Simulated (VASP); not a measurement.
Write the native input for VASP 6.6.1 that does the following.

| Item | Value |
| --- | --- |
| Task | single point |
| Functional | PBE |
| Dispersion | D3(BJ) |
| Potentials or basis | VASP PAW PBE potentials, release 64 (In_d, Sb) |
| Cutoff | 520 eV |
| k mesh | 14 × 14 × 14 |
| Occupations | gaussian, width 0.15 eV |
| Spin | no spin polarisation |
| Dipole correction | no |
| Further INCAR settings | ALGO = Normal; EDIFF = 1e-06; NBANDS = 16 |

The structure of InSb lies in POSCAR:

```
InSb
1.0
    4.0295138602      1.0073784651      1.0073784651
    1.0073784651      4.0295138602      1.0073784651
    1.0073784651      1.0073784651      4.0295138602
In Sb
1 1
Direct
    0.0000000000      0.0000000000      0.0000000000
    0.5000000000      0.5000000000      0.5000000000
```

This cell differs from its parent crystal: ratio of the length along [111] to the lengths across it x 2.0, volume and fractional coordinates fixed.

One way to write it, as run:

INCAR

```
SYSTEM = InSb
  PREC = Accurate
  ENCUT = 520
  EDIFF = 1E-6
  ISMEAR = 0
  SIGMA = 0.15
  LREAL = .False.
  LASPH = .True.
  NELM = 80
  ALGO = Normal
  ISIF = 2
  LWAVE = .False.
  LCHARG = .False.
  GGA = PE
  IVDW = 12
  NBANDS = 16
```

KPOINTS

```
regular mesh
0
Gamma
  14 14 14
  0 0 0
```

Potentials or basis: VASP PAW PBE potentials, release 64 (In_d, Sb).

Launch:

```console
$ cat potpaw_PBE.64/In_d/POTCAR potpaw_PBE.64/Sb/POTCAR > POTCAR
$ mpirun -np 1 vasp_std > vasp.out
```

Results of the run:

```yaml
Pressure: 0.3 GPa
Band_gap_on_the_k_mesh: zero (bands 9 and 10 overlap by 2.86 eV)
Dispersion_energy_per_atom: -0.415 eV
```

Caveat: spin-orbit coupling is left out, which moves the levels of the heavy elements.

Wall time 43 s on 1 thread of Intel(R) Xeon(R) Platinum 8559C (Emerald Rapids) (shared host), peak memory 0.25 GiB.
